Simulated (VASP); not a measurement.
Input of a VASP 6.6.1 run:

The input INCAR:

```
PREC = Accurate
ENCUT = 520
EDIFF = 1E-6
ISMEAR = -1
SIGMA = 0.01
LREAL = Auto
LASPH = True
NELM = 200
ALGO = Normal
ISIF = 2
LWAVE = False
LCHARG = False
ISPIN = 2
MAGMOM = -0.01 0 0 0 0.01 0 0 0 0 0 0.03 0.01 -0.01 0.01 0 0.01 0.03 0.26 0.04 0.04 0.26 0.24 0.03 0.03 0.04 0.03 0.01 0.01 0.04 0.03 0.02
LORBIT = 11
NUPDOWN = 2.0
GGA = PE
NBANDS = 88
NELECT = 128.0
GGA_COMPAT = False
```

File KPOINTS:

```
Automatic mesh
0
Gamma
  1 1 1
```

Contents of POSCAR:

```
C30O
1.0
   -3.5716218665      3.5716218665      3.5716218665
    3.5716218665     -3.5716218665      3.5716218665
    3.5716218665      3.5716218665     -3.5716218665
C O
30 1
Direct
   -0.0002421021     -0.0020228726      0.0027209840
    0.0051164399      0.2543467750      0.7550699670
   -0.0017766444      0.4996531358      0.4992304461
    0.0011093705      0.7435819899      0.2491760076
    0.2507132904     -0.0035763144      0.7511680712
    0.2504212953      0.2474544924      0.4992217566
    0.2462806307      0.7433164687      0.0026080287
    0.5109383431      0.0060444327      0.4970063581
    0.4943513396      0.2503416619      0.2491762730
    0.4940842056      0.4955099799      0.0026195556
    0.4989042083      0.7481322456      0.7903129150
    0.7542481529      0.0034774898      0.2534082601
    0.7487437746      0.2489808013      0.0027187119
    0.7471962522      0.4999507121      0.7511648135
    0.7568133278      0.7601656290      0.4970000903
    0.0019136187      0.0013144110      0.7526089407
   -0.0009514243      0.2482793777      0.5005088867
   -0.0196246820      0.4942961560      0.2503201070
   -0.0021088826      0.7446455085      0.0003899453
    0.2532101067     -0.0068398923      0.5019625819
    0.2450573662      0.2295913513      0.2503068460
    0.2479763920      0.4972016760     -0.0169627116
    0.2539035721      0.7485117862      0.7535271247
    0.5021047657      0.0036867186      0.2490225040
    0.4954112366      0.2471214755      0.0003949314
    0.4992814770      0.5031345732      0.7535175119
    0.7461194787     -0.0046536793      0.0010016573
    0.7520904413      0.2511503244      0.7526130446
    0.7439271944      0.5024439311      0.5019597177
    0.7544477295      0.7513305243      0.2490295358
    0.5217517215      0.7709772829      0.4595434793
```

Potentials or basis: VASP PAW PBE potentials, release 64 (C, O).

Command:

```console
$ cat potpaw_PBE.64/C/POTCAR potpaw_PBE.64/O/POTCAR > POTCAR
$ mpirun -np 1 vasp_gam > vasp.out
```

Predict the largest force.

0.965 eV/Å.

Forces on the atoms (eV/Å):
```
C    0.126 -0.191  0.258
C    0.486  0.490 -0.674
C    0.004  0.062  0.313
C    0.138  0.552 -0.332
C    0.043 -0.059 -0.179
C    0.058  0.007  0.311
C    0.268 -0.282  0.159
C    0.423 -0.462  0.202
C    0.554  0.136 -0.334
C   -0.283  0.266  0.159
C    0.396  0.393 -0.658
C   -0.145 -0.144  0.493
C   -0.190  0.129  0.261
C   -0.062  0.047 -0.180
C   -0.457  0.423  0.204
C    0.321  0.011  0.036
C   -0.382 -0.380  0.305
C    0.120 -0.249 -0.082
C   -0.370 -0.180  0.156
C   -0.221  0.120  0.107
C   -0.245  0.118 -0.083
C   -0.230 -0.231 -0.239
C   -0.160 -0.255 -0.250
C    0.100  0.038 -0.278
C   -0.184 -0.366  0.153
C   -0.245 -0.161 -0.250
C    0.106  0.108  0.357
C    0.011  0.319  0.035
C    0.118 -0.220  0.106
C    0.035  0.101 -0.278
O   -0.132 -0.140  0.201
```

Caveat: the k points lie up to 1.24 Å⁻¹ apart, too coarse for converged energies, forces and pressures; the cell carries a net charge on a neutralising background, which shifts energy and pressure; the total moment is fixed, so each spin has its own Fermi level and the state may be an excited one.
